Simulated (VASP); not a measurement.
ZnAg: electric field gradients with LDA

ZnAg:

```
Zn Ag
1.0
     3.13482    0.00000    0.00000
     0.00000    3.13482    0.00000
     0.00000    0.00000    3.13482
Zn Ag
1 1
Direct
  0.50000 0.50000 0.50000
  0.00000 0.00000 0.00000
```

```yaml
Program: VASP 6.6.1
Task: electric field gradients
Functional: LDA
Potentials_or_basis: VASP PAW LDA potentials, release 64 (Zn, Ag)
Cutoff: 520 eV
k_mesh: 12 × 12 × 12
Occupations: fermi-dirac, width 0.03 eV
Spin: no spin polarisation
Dipole_correction: no
Further_INCAR_settings: ALGO = Normal; EDIFF = 1e-08; NBANDS = 18
```

```yaml
Pressure: -5.8 GPa
Band_gap_on_the_k_mesh: zero (an odd number of electrons rules out a gap without spin polarisation)
Largest_electric_field_gradient_by_atom: zero within the noise of the run
```

Levels at points of the mesh, in eV from the Fermi level:
```
           k point  band 8  band 9  band 10  band 11  band 12  band 13  band 14  band 15
(0.00, 0.00, 0.00)   -5.49   -4.31    -4.31    -4.31     5.36     5.36     5.36    10.45
(0.50, 0.00, 0.00)   -5.23   -5.15    -5.15    -4.45    -2.59    10.62    10.62    11.14
(0.50, 0.50, 0.00)   -4.51   -4.51    -3.93    -1.63    -1.63     1.51     2.30    10.83
(0.50, 0.50, 0.50)   -6.27   -3.90    -3.90     1.67     4.18     4.18     4.18     4.87
```

Run time: 10 s on 1 thread of Intel(R) Xeon(R) 6975P-C (Granite Rapids) (shared host), peak memory 0.16 GiB.

Caveat: the cell stands under tension.
